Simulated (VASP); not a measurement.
A run of VASP 6.6.1 is set up as follows.

The input INCAR:

```
ALGO = Normal
EDIFF = 1E-7
ENCUT = 520
GGA = PE
ISIF = 2
ISMEAR = 0
LASPH = T
LCHARG = T
LELF = T
LREAL = F
LVHAR = T
LWAVE = F
NBANDS = 15
NELM = 100
PREC = Accurate
SIGMA = 0.05
```

Contents of KPOINTS:

```
k-points
0
Gamma
  8 8 8
```

The input POSCAR:

```
SrO
1.0
    0.0000000000      2.5973917585      2.8051830992
    2.5973917585      0.0000000000      2.8051830992
    2.5973917585      2.5973917585      0.0000000000
Sr O
1 1
Direct
    0.0000000000      0.0000000000      0.0000000000
    0.5000000000      0.5000000000      0.5000000000
```

Potentials or basis: VASP PAW PBE potentials, release 64 (Sr_sv, O).

The run is started by

```console
$ cat potpaw_PBE.64/Sr_sv/POTCAR potpaw_PBE.64/O/POTCAR > POTCAR
$ mpirun -np 1 vasp_std > vasp.out
```

Q: Predict the pressure.

A: -4.3 GPa.

Q: Estimate the band gap on the k mesh.

A: 3.11 eV, direct.

Stress tensor (GPa, compression positive):
```
-2.62  0.00  0.00
 0.00 -2.62  0.00
 0.00  0.00 -7.51
```

Caveat: the cell differs from its parent crystal (strain +0.000 along x and y, +0.080 along z). A k mesh can miss the band edges.
